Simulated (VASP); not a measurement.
# Te2Mo in VASP: further runs

The runs below take Te2Mo through single point, with LDA.

Program: VASP 6.6.1. These are calculated values, not measurements. Logs are shortened: lines on timing, memory, paths and dates and some standing lists are left out, and cuts for length are marked.

## 1. The cell of the first run

The cell holds a slab with vacuum, 3 atoms: a = 3.571 Å, b = 3.571 Å, c = 17.203 Å, α = 90.00°, β = 90.00°, γ = 120.00°.

## 2. Single point, LDA

File INCAR:

```
SYSTEM = Te2Mo
PREC = Accurate
ENCUT = 520
EDIFF = 1E-7
ISMEAR = 0
SIGMA = 0.02
LREAL = .False.
LASPH = .True.
NELM = 100
ALGO = Normal
ISIF = 2
LWAVE = .False.
LCHARG = .True.
GGA = CA
LELF = .True.
LVHAR = .True.
NBANDS = 20
```

File KPOINTS:

```
regular mesh
0
Gamma
  12 12 2
  0 0 0
```

File POSCAR:

```
Te2Mo
1.0
    3.5705444614      0.0000000000      0.0000000000
   -1.7852722307      3.0921822089      0.0000000000
    0.0000000000      0.0000000000     17.2034307608
Te Mo
2 1
Direct
    0.3333333333      0.6666666667      0.8979333162
    0.3333333333      0.6666666667      0.1020666838
    0.0000000000      0.0000000000      0.0000000000
```

Potentials or basis: VASP PAW LDA potentials, release 64 (Te, Mo_sv).

The run is started by

```console
$ cat potpaw_LDA.64/Te/POTCAR potpaw_LDA.64/Mo_sv/POTCAR > POTCAR
$ mpirun -np 1 vasp_std > vasp.out
```

OUTCAR:

```text
SYSTEM = Te2Mo
   PREC = Accurate
   ENCUT = 520
   EDIFF = 1E-7
   ISMEAR = 0
   LREAL = .False.
   LASPH = .True.
   NELM = 100
   ISIF = 2
   GGA = CA

 ion  position               nearest neighbor table
   1  0.333  0.667  0.898-   3 2.71   3 2.71   3 2.71   2 3.51
   2  0.333  0.667  0.102-   3 2.71   3 2.71   3 2.71   1 3.51
   3  0.000  0.000  0.000-   1 2.71   2 2.71   1 2.71   2 2.71   1 2.71   2 2.71

  LATTYP: Found a hexagonal cell.
 ALAT       =     3.5705444614
 C/A-ratio  =     4.8181533508

  Lattice vectors:

 A1 = (   3.5705444614,   0.0000000000,   0.0000000000)
 A2 = (  -1.7852722307,   3.0921822089,   0.0000000000)
 A3 = (   0.0000000000,   0.0000000000,  17.2034307608)

Analysis of symmetry for initial positions (statically):
=====================================================================
 Subroutine PRICEL returns:
 Original cell was already a primitive cell.

 Routine SETGRP: Setting up the symmetry group for a
 hexagonal supercell.

 Subroutine GETGRP returns: Found 12 space group operations
 (whereof 12 operations were pure point group operations)
 out of a pool of 24 trial point group operations.

The static configuration has the point symmetry D_3h.

Analysis of symmetry for dynamics (positions and initial velocities):
=====================================================================
 Subroutine PRICEL returns:
 Original cell was already a primitive cell.

 Routine SETGRP: Setting up the symmetry group for a
 hexagonal supercell.

 Subroutine GETGRP returns: Found 12 space group operations
 (whereof 12 operations were pure point group operations)
 out of a pool of 24 trial point group operations.

The dynamic configuration has the point symmetry D_3h.

 Subroutine INISYM returns: Found 12 space group operations
 (whereof 12 operations are pure point group operations),
 and found     1 'primitive' translations

----------------------------------------------------------------------------------------

                                     Primitive cell

  volume of cell :     189.9392

  direct lattice vectors                    reciprocal lattice vectors
     3.570544461  0.000000000  0.000000000     0.280069331  0.161698104  0.000000000
    -1.785272231  3.092182209  0.000000000     0.000000000  0.323396208  0.000000000
     0.000000000  0.000000000 17.203430761     0.000000000  0.000000000  0.058127941

  length of vectors
     3.570544461  3.570544461 17.203430761     0.323396208  0.323396208  0.058127941

  position of ions in fractional coordinates (direct lattice)
     0.333333333  0.666666667  0.897933316
     0.333333333  0.666666667  0.102066684
     0.000000000  0.000000000  0.000000000

  ion indices of the primitive-cell ions
   primitive index   ion index
                 1           1
                 2           2
                 3           3

----------------------------------------------------------------------------------------

 KPOINTS: regular mesh

Automatic generation of k-mesh.
 Grid dimensions read from file:
 generate k-points for:   12   12    2

 Generating k-lattice:

  Cartesian coordinates                     Fractional coordinates (reciprocal lattice)
     0.023339111  0.013474842  0.000000000     0.083333333 -0.000000000  0.000000000
     0.000000000  0.026949684  0.000000000     0.000000000  0.083333333  0.000000000
     0.000000000  0.000000000  0.029063970     0.000000000  0.000000000  0.500000000

  Length of vectors
     0.026949684  0.026949684  0.029063970

  Shift w.r.t. Gamma in fractional coordinates (k-lattice)
     0.000000000  0.000000000  0.000000000

 Subroutine IBZKPT returns following result:
 ===========================================

 Found     38 irreducible k-points:

 Following reciprocal coordinates:
            Coordinates               Weight
  0.000000  0.000000  0.000000      1.000000
  0.083333  0.000000  0.000000      6.000000
  0.166667  0.000000  0.000000      6.000000
  0.250000  0.000000  0.000000      6.000000
  0.333333  0.000000  0.000000      6.000000
  0.416667  0.000000  0.000000      6.000000
[... 16 lines left out ...]
  0.250000  0.000000  0.500000      6.000000
  0.333333  0.000000  0.500000      6.000000
 [... further k-points ...]
   k-points           NKPTS =     38   k-points in BZ     NKDIM =     38   number of bands    NBANDS=     20
   number of dos      NEDOS =    301   number of ions     NIONS =      3
   total plane-waves  NPLWV = 100352
   dimension x,y,z NGX =    28 NGY =   28 NGZ =  128
   dimension x,y,z NGXF=    56 NGYF=   56 NGZF=  256
   ions per type =               2   1
   NGX,Y,Z   is equivalent  to a cutoff of  13.04, 13.04, 12.37 a.u.
   NGXF,Y,Z  is equivalent  to a cutoff of  26.07, 26.07, 24.74 a.u.
 SYSTEM =  Te2Mo
   PREC   = accura    normal or accurate (medium, high low for compatibility)
   ISTART =      0    job   : 0-new  1-cont  2-samecut
   ICHARG =      2    charge: 1-file 2-atom 10-const
   ISPIN  =      1    spin polarized calculation?
   LNONCOLLINEAR =      F non collinear calculations
   LSORBIT =      F    spin-orbit coupling
   LASPH  =      T    aspherical Exc in radial PAW
   ENCUT  =  520.0 eV  38.22 Ry    6.18 a.u.   6.64  6.64 31.99*2*pi/ulx,y,z
   NELM   =    100;   NELMIN=  2; NELMDL= -5     # of ELM steps
   EDIFF  = 0.1E-06   stopping-criterion for ELM
   LREAL  =      F    real-space projection
   EDIFFG = 0.1E-05   stopping-criterion for IOM
   NSW    =      0    number of steps for IOM
   IBRION =     -1    ionic relax: 0-MD 1-quasi-New 2-CG
   NFREE  =      0    steps in history (QN), initial steepest desc. (CG)
   ISIF   =      2    stress and relaxation
   ISYM   =      2    0-nonsym 1-usesym 2-fastsym
   POTIM  = 0.5000    time-step for ionic-motion
   TEBEG  =    0.0;   TEEND  =   0.0 temperature during run
   PSTRESS=    0.0 pullay stress
   NELECT =      26.0000    total number of electrons
   NUPDOWN=      -1.0000    fix difference up-down
   EMIN   =  10.00;   EMAX   =-10.00  energy-range for DOS
   EFERMI =   0.00;   METHOD = LEGACY
   ISMEAR =     0;   SIGMA  =   0.02  broadening in eV -4-tet -1-fermi 0-gaus
   EFERMI_NEDOS =   21; number of points for ismear=-14 and -15
   IALGO  =     38    algorithm
   IMIX   =      4    mixing-type and parameters
     AMIX     =   0.40;   BMIX     =  1.00
[... 7 lines left out ...]
   AEXX    =    0.0000 exact exchange contribution
   IVDW    =     0    specifies the selected vdW correction
   LEPSILON=     F    determine dielectric tensor
   LRPA    =     F    only Hartree local field effects (RPA)
 non-spin polarized calculation
 Gauss-broadening in eV      SIGMA  =   0.02
  energy-cutoff  :      520.00
  volume of cell :      189.94
 maximum number of plane-waves:      5176
 NGX is ok and might be reduce to    28
   NGX = 13   NGY = 13   NGZ = 63

 number of electron      26.0000001 magnetization

 Free energy of the ion-electron system (eV)
  ---------------------------------------------------
  ext. energy  EPLUGINS =         0.00000000
  ---------------------------------------------------
  free energy    TOTEN  =       -20.41056344 eV

  energy without entropy =      -20.41056344  energy(sigma->0) =      -20.41056344

 E-fermi :   0.0722     XC(G=0):  -4.8775

 val. band max:       -0.1378621511   @ k =   0.3333   0.3333   0.5000
 cond. band min:       0.8485482195   @ k =   0.3333   0.3333   0.5000
 fundamental gap:      0.9864103707
 Fermi energy:         0.0721996471

 k-point     1 :       0.0000    0.0000    0.0000
  band No.  band energies     occupation
      1     -60.3947      2.00000
      2     -34.7280      2.00000
      3     -34.6409      2.00000
      4     -34.6409      2.00000
      5     -12.6820      2.00000
      6     -11.6086      2.00000
[... 12 lines left out ...]
     19       4.8685      0.00000
     20       5.6239      0.00000

 k-point     2 :       0.0833    0.0000    0.0000
  band No.  band energies     occupation
      1     -60.3941      2.00000
      2     -34.7262      2.00000
      3     -34.6488      2.00000
      4     -34.6427      2.00000
      5     -12.5897      2.00000
      6     -11.5480      2.00000
[... 12 lines left out ...]
     19       4.9824      0.00000
     20       5.8900      0.00000

 k-point     3 :       0.1667    0.0000    0.0000
  band No.  band energies     occupation
      1     -60.3925      2.00000
      2     -34.7212      2.00000
      3     -34.6702      2.00000
      4     -34.6476      2.00000
      5     -12.3224      2.00000
      6     -11.3729      2.00000
[... 12 lines left out ...]
     19       5.3048      0.00000
     20       6.2321      0.00000

 k-point     4 :       0.2500    0.0000    0.0000
  band No.  band energies     occupation
      1     -60.3904      2.00000
      2     -34.7145      2.00000
      3     -34.6994      2.00000
      4     -34.6544      2.00000
      5     -11.9123      2.00000
      6     -11.1063      2.00000
[... 12 lines left out ...]
     19       5.7858      0.00000
     20       6.5216      0.00000

 k-point     5 :       0.3333    0.0000    0.0000
  band No.  band energies     occupation
      1     -60.3883      2.00000
      2     -34.7285      2.00000
      3     -34.7078      2.00000
      4     -34.6611      2.00000
      5     -11.4270      2.00000
      6     -10.7970      2.00000
[... 12 lines left out ...]
     19       5.9070      0.00000
     20       6.1127      0.00000

 k-point     6 :       0.4167    0.0000    0.0000
  band No.  band energies     occupation
      1     -60.3868      2.00000
      2     -34.7496      2.00000
      3     -34.7029      2.00000
      4     -34.6660      2.00000
      5     -10.9953      2.00000
      6     -10.5319      2.00000
[... 12 lines left out ...]
     19       5.9384      0.00000
     20       6.2947      0.00000

 k-point     7 :       0.5000    0.0000    0.0000
  band No.  band energies     occupation
      1     -60.3862      2.00000
      2     -34.7573      2.00000
      3     -34.7011      2.00000
      4     -34.6679      2.00000
      5     -10.8124      2.00000
      6     -10.4237      2.00000
[... 12 lines left out ...]
     19       5.9140      0.00000
     20       6.5357      0.00000
[... 277 lines left out ...]
 k-point    20 :       0.0000    0.0000    0.5000
  band No.  band energies     occupation
      1     -60.3947      2.00000
      2     -34.7280      2.00000
      3     -34.6409      2.00000
      4     -34.6409      2.00000
      5     -12.6821      2.00000
      6     -11.6086      2.00000
[... 12 lines left out ...]
     19       4.6404      0.00000
     20       5.8815      0.00000

 k-point    21 :       0.0833    0.0000    0.5000
  band No.  band energies     occupation
      1     -60.3941      2.00000
      2     -34.7262      2.00000
      3     -34.6488      2.00000
      4     -34.6427      2.00000
      5     -12.5897      2.00000
      6     -11.5480      2.00000
[... 12 lines left out ...]
     19       4.7539      0.00000
     20       6.3074      0.00000

 k-point    22 :       0.1667    0.0000    0.5000
  band No.  band energies     occupation
      1     -60.3925      2.00000
      2     -34.7212      2.00000
      3     -34.6702      2.00000
      4     -34.6476      2.00000
      5     -12.3224      2.00000
      6     -11.3729      2.00000
[... 12 lines left out ...]
     19       5.0806      0.00000
     20       6.6125      0.00000

 k-point    23 :       0.2500    0.0000    0.5000
  band No.  band energies     occupation
      1     -60.3904      2.00000
      2     -34.7145      2.00000
      3     -34.6994      2.00000
      4     -34.6544      2.00000
      5     -11.9123      2.00000
      6     -11.1063      2.00000
[... 12 lines left out ...]
     19       5.5889      0.00000
     20       6.7149      0.00000

 k-point    24 :       0.3333    0.0000    0.5000
  band No.  band energies     occupation
      1     -60.3883      2.00000
      2     -34.7285      2.00000
      3     -34.7078      2.00000
      4     -34.6611      2.00000
      5     -11.4270      2.00000
      6     -10.7970      2.00000
[... 12 lines left out ...]
     19       5.9471      0.00000
     20       6.0583      0.00000

 [... further k-points ...]
[... 5 lines left out ...]
  --------------------------------------------------------------------------------------
  -------------------------------------------------------------------------------------
  Total       -2.0281041     -2.0281041      0.1851577      0.0000000     -0.0000000      0.0000000
  in kB      -17.1074876    -17.1074876      1.5618447      0.0000000     -0.0000000      0.0000000
  external PRESSURE =     -10.8843768 kB  Pullay stress =       0.0000000 kB

 VOLUME and BASIS-vectors are now :
 -----------------------------------------------------------------------------
  energy-cutoff  :      520.00
  volume of cell :      189.94
      direct lattice vectors                 reciprocal lattice vectors
     3.570544461  0.000000000  0.000000000     0.280069331  0.161698104  0.000000000
    -1.785272231  3.092182209  0.000000000     0.000000000  0.323396208  0.000000000
     0.000000000  0.000000000 17.203430761     0.000000000  0.000000000  0.058127941

 POSITION                                       TOTAL-FORCE (eV/Angst)
 -----------------------------------------------------------------------------------
     -0.00000      2.06145     15.44753        -0.000000      0.000000     -0.056395
     -0.00000      2.06145      1.75590         0.000000      0.000000      0.056395
      0.00000      0.00000      0.00000        -0.000000     -0.000000      0.000000
 -----------------------------------------------------------------------------------
    total drift:                                0.000000     -0.000000     -0.000000

  FREE ENERGIE OF THE ION-ELECTRON SYSTEM (eV)
  ---------------------------------------------------
  free  energy   TOTEN  =       -20.4105634413 eV

  energy  without entropy=      -20.4105634413  energy(sigma->0) =      -20.41056344
```

It took 3.1 min on 1 thread of Intel Xeon Platinum 8259CL at 2.50GHz (Skylake/Cascade Lake), shared host; peak memory 0.33 GiB.

Results:

```yaml
Free_energy: -20.4106 eV
Largest_force: 0.056 eV/Å
Band_gap_on_the_k_mesh: 0.99 eV, direct
```

Forces in eV/Å, atoms in the order of the input:
```
Te   0.000  0.000 -0.056
Te   0.000  0.000  0.056
Mo   0.000  0.000  0.000
```

Levels at points of the mesh, in eV from the valence-band top:
```csv
k point,band 11,band 12,band 13,band 14,band 15,band 16
"(0.00, 0.00, 0.00)",-0.95,-0.95,-0.24,3.10,3.10,3.43
"(0.50, 0.00, 0.00)",-1.39,-0.64,-0.38,1.37,1.74,3.42
"(0.00, 0.00, 0.50)",-0.95,-0.95,-0.24,3.10,3.10,3.43
"(0.50, 0.00, 0.50)",-1.39,-0.64,-0.38,1.37,1.74,3.42
```

Caveat: spin-orbit coupling is left out, which moves the levels of the heavy elements.

## 3. Single point, LDA (biaxial strain in the a-b plane: -4.5 %, then relaxed in part)

File INCAR:

```
ALGO = Normal
EDIFF = 1E-6
ENCUT = 520
GGA = CA
ISIF = 2
ISMEAR = 0
LASPH = True
LCHARG = False
LREAL = False
LWAVE = False
NBANDS = 20
NELM = 60
PREC = Accurate
SIGMA = 0.02
```

File KPOINTS:

```
k-points
0
Gamma
  12 12 2
```

File POSCAR:

```
Te2Mo
1.0
    3.3105533599      0.0000000000      0.0000000000
   -1.6552766799      2.8670233102      0.0000000000
    0.0000000000      0.0000000000     17.9931579902
Te Mo
2 1
Direct
    0.3333333333      0.6666666667      0.8966537747
    0.3333333333      0.6666666667      0.1033462253
    0.0000000000      0.0000000000      0.0000000000
```

Potentials or basis: VASP PAW LDA potentials, release 64 (Te, Mo_sv).

The run is started by

```console
$ cat potpaw_LDA.64/Te/POTCAR potpaw_LDA.64/Mo_sv/POTCAR > POTCAR
$ mpirun -np 1 vasp_std > vasp.out
```

Run time: 2.5 min. Hardware: 1 thread of Intel Xeon 6975P-C (Granite Rapids), shared host; peak memory 0.33 GiB.

Results (log left out):

| Property | Result |
| --- | --- |
| Free energy | -20.2975 eV |
| Largest force | 0.058 eV/Å |
| Band gap on the k mesh | 0.82 eV, indirect (least direct gap 1.36 eV) |

Forces in eV/Å, atoms in the order of the input:
```
Te   0.000  0.000 -0.058
Te   0.000  0.000  0.058
Mo   0.000  0.000  0.000
```

Levels at points of the mesh, in eV from the valence-band top:
| k point | band 11 | band 12 | band 13 | band 14 | band 15 | band 16 |
| --- | --- | --- | --- | --- | --- | --- |
| (0.00, 0.00, 0.00) | -1.44 | -0.79 | -0.79 | 3.67 | 3.67 | 3.82 |
| (0.50, 0.00, 0.00) | -2.39 | -1.19 | 0.00 | 1.64 | 1.76 | 3.13 |
| (0.00, 0.00, 0.50) | -1.44 | -0.79 | -0.79 | 3.67 | 3.67 | 3.90 |
| (0.50, 0.00, 0.50) | -2.39 | -1.19 | 0.00 | 1.64 | 1.76 | 3.13 |

Caveat: the cell differs from its parent crystal (biaxial strain in the a-b plane: -4.5 %, then relaxed in part); spin-orbit coupling is left out, which moves the levels of the heavy elements.

## 4. Single point, LDA (biaxial strain in the a-b plane: -4.5 %)

File INCAR:

```
SYSTEM = Te2Mo
ALGO = Normal
EDIFF = 1E-7
ENCUT = 520
GGA = CA
ISIF = 2
ISMEAR = 0
LASPH = .True.
LCHARG = .False.
LREAL = .False.
LWAVE = .False.
NBANDS = 20
NELM = 60
PREC = Accurate
SIGMA = 0.02
```

File KPOINTS:

```
k-points
0
Gamma
  12 12 2
  0 0 0
```

File POSCAR:

```
Te2Mo
1.0
    3.3105533599      0.0000000000      0.0000000000
   -1.6552766799      2.8670233102      0.0000000000
    0.0000000000      0.0000000000     17.9928462332
Te Mo
2 1
Direct
    0.3333333333      0.6666666667      0.8969856804
    0.3333333333      0.6666666667      0.1030143196
    0.0000000000      0.0000000000      0.0000000000
```

The run is started by

```console
$ cat potpaw_LDA.64/Te/POTCAR potpaw_LDA.64/Mo_sv/POTCAR > POTCAR
$ mpirun -np 1 vasp_std > vasp.out
```

Run time: 2.4 min. Hardware: 1 thread of Intel Xeon 6975P-C (Granite Rapids), shared host; peak memory 0.33 GiB.

It converged, with:

- Free energy: -20.2963 eV
- Largest force: 0.147 eV/Å
- Band gap on the k mesh: 0.84 eV, indirect (least direct gap 1.38 eV)

Forces in eV/Å, atoms in the order of the input:
```
Te   0.000  0.000 -0.147
Te   0.000  0.000  0.147
Mo   0.000  0.000  0.000
```

Levels at points of the mesh, in eV from the valence-band top:
| k point | band 11 | band 12 | band 13 | band 14 | band 15 | band 16 |
| --- | --- | --- | --- | --- | --- | --- |
| (0.00, 0.00, 0.00) | -1.42 | -0.80 | -0.80 | 3.68 | 3.68 | 3.85 |
| (0.50, 0.00, 0.00) | -2.37 | -1.18 | 0.00 | 1.66 | 1.76 | 3.16 |
| (0.00, 0.00, 0.50) | -1.42 | -0.80 | -0.80 | 3.68 | 3.68 | 3.93 |
| (0.50, 0.00, 0.50) | -2.37 | -1.18 | 0.00 | 1.66 | 1.76 | 3.16 |

Caveat: the cell differs from its parent crystal (biaxial strain in the a-b plane: -4.5 %); spin-orbit coupling is left out, which moves the levels of the heavy elements.

## 5. Single point, LDA

This run uses another cell than the first one, of 56.93 Å³/atom, 0.899 times its volume.

File INCAR:

```
SYSTEM = Te2Mo
PREC = Accurate
ENCUT = 520
EDIFF = 1E-6
ISMEAR = 0
SIGMA = 0.02
LREAL = .FALSE.
LASPH = .TRUE.
NELM = 80
ALGO = Normal
ISIF = 2
LWAVE = .FALSE.
LCHARG = .TRUE.
LELF = .TRUE.
LVHAR = .TRUE.
NBANDS = 20
```

File KPOINTS:

```
regular mesh
0
G
  12 12 2
  0 0 0
```

File POSCAR:

```
Te2Mo
1.0
    3.3105533599      0.0000000000      0.0000000000
   -1.6552766799      2.8670233102      0.0000000000
    0.0000000000      0.0000000000     17.9931579902
Te Mo
2 1
Direct
    0.3333333333      0.6666666667      0.8966537747
    0.3333333333      0.6666666667      0.1033462253
    0.0000000000      0.0000000000      0.0000000000
```

The run is started by

```console
$ cat potpaw_LDA.64/Te/POTCAR potpaw_LDA.64/Mo_sv/POTCAR > POTCAR
$ mpirun -np 1 vasp_std > vasp.out
```

Wall time 2.6 min (1 thread of Intel Xeon 6975P-C (Granite Rapids), shared host); peak memory 0.32 GiB.

Results (log left out):

```
Free energy            : -20.2975 eV
Largest force          : 0.058 eV/Å
Band gap on the k mesh : 0.82 eV, indirect (least direct gap 1.36 eV)
```

Forces on the atoms (eV/Å):
```
Te   0.000  0.000 -0.058
Te   0.000  0.000  0.058
Mo   0.000  0.000  0.000
```

Levels at points of the mesh, in eV from the valence-band top:
| k point | band 11 | band 12 | band 13 | band 14 | band 15 | band 16 |
| --- | --- | --- | --- | --- | --- | --- |
| (0.00, 0.00, 0.00) | -1.44 | -0.79 | -0.79 | 3.67 | 3.67 | 3.82 |
| (0.50, 0.00, 0.00) | -2.39 | -1.19 | 0.00 | 1.64 | 1.76 | 3.13 |
| (0.00, 0.00, 0.50) | -1.44 | -0.79 | -0.79 | 3.67 | 3.67 | 3.90 |
| (0.50, 0.00, 0.50) | -2.39 | -1.19 | 0.00 | 1.64 | 1.76 | 3.13 |

Caveat: spin-orbit coupling is left out, which moves the levels of the heavy elements.
